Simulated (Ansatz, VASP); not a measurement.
Two plane-wave programs on B4Ru

```
CELL_PARAMETERS angstrom
2.94265 0.00000 0.00000
0.00000 2.94265 0.00000
0.00000 0.00000 7.35561
ATOMIC_POSITIONS crystal
B 0.50000 0.50000 0.28228
B 0.50000 0.50000 0.71772
B 0.00000 0.00000 0.00000
B 0.50000 0.50000 0.50000
Ru 0.50000 0.50000 0.00000
```

Alike in both runs: task single point; functional PBE; k mesh 6 × 6 × 4; occupations gaussian, width 0.1 eV; collinear spin.

|  | VASP | Ansatz |
| --- | --- | --- |
| version | VASP 6.6.1 | Ansatz 0.2.0 |
| potentials or method | VASP PAW PBE potentials, release 64 (B, Ru_pv), cutoff 520 eV | scalar-relativistic, plane waves, PAW |
| valence electrons in the cell | 26 | 28 |

|  | VASP | Ansatz | Ansatz less VASP |
| --- | --- | --- | --- |
| gap on the k mesh at the Fermi level (eV) | none | none | - |
| pressure (GPa) | -0.1 | -0.1 | +0.06 |
| net moment per atom (μB) | 0.00 | 0.00 | 0.000 |

A gap of «none» marks a metal or a gap that the smearing closes. VASP's potentials hold 26 valence electrons a cell and Ansatz's 28, so a difference there can come from the potentials and not from the codes. Ansatz's warnings: seeded moment not kept.
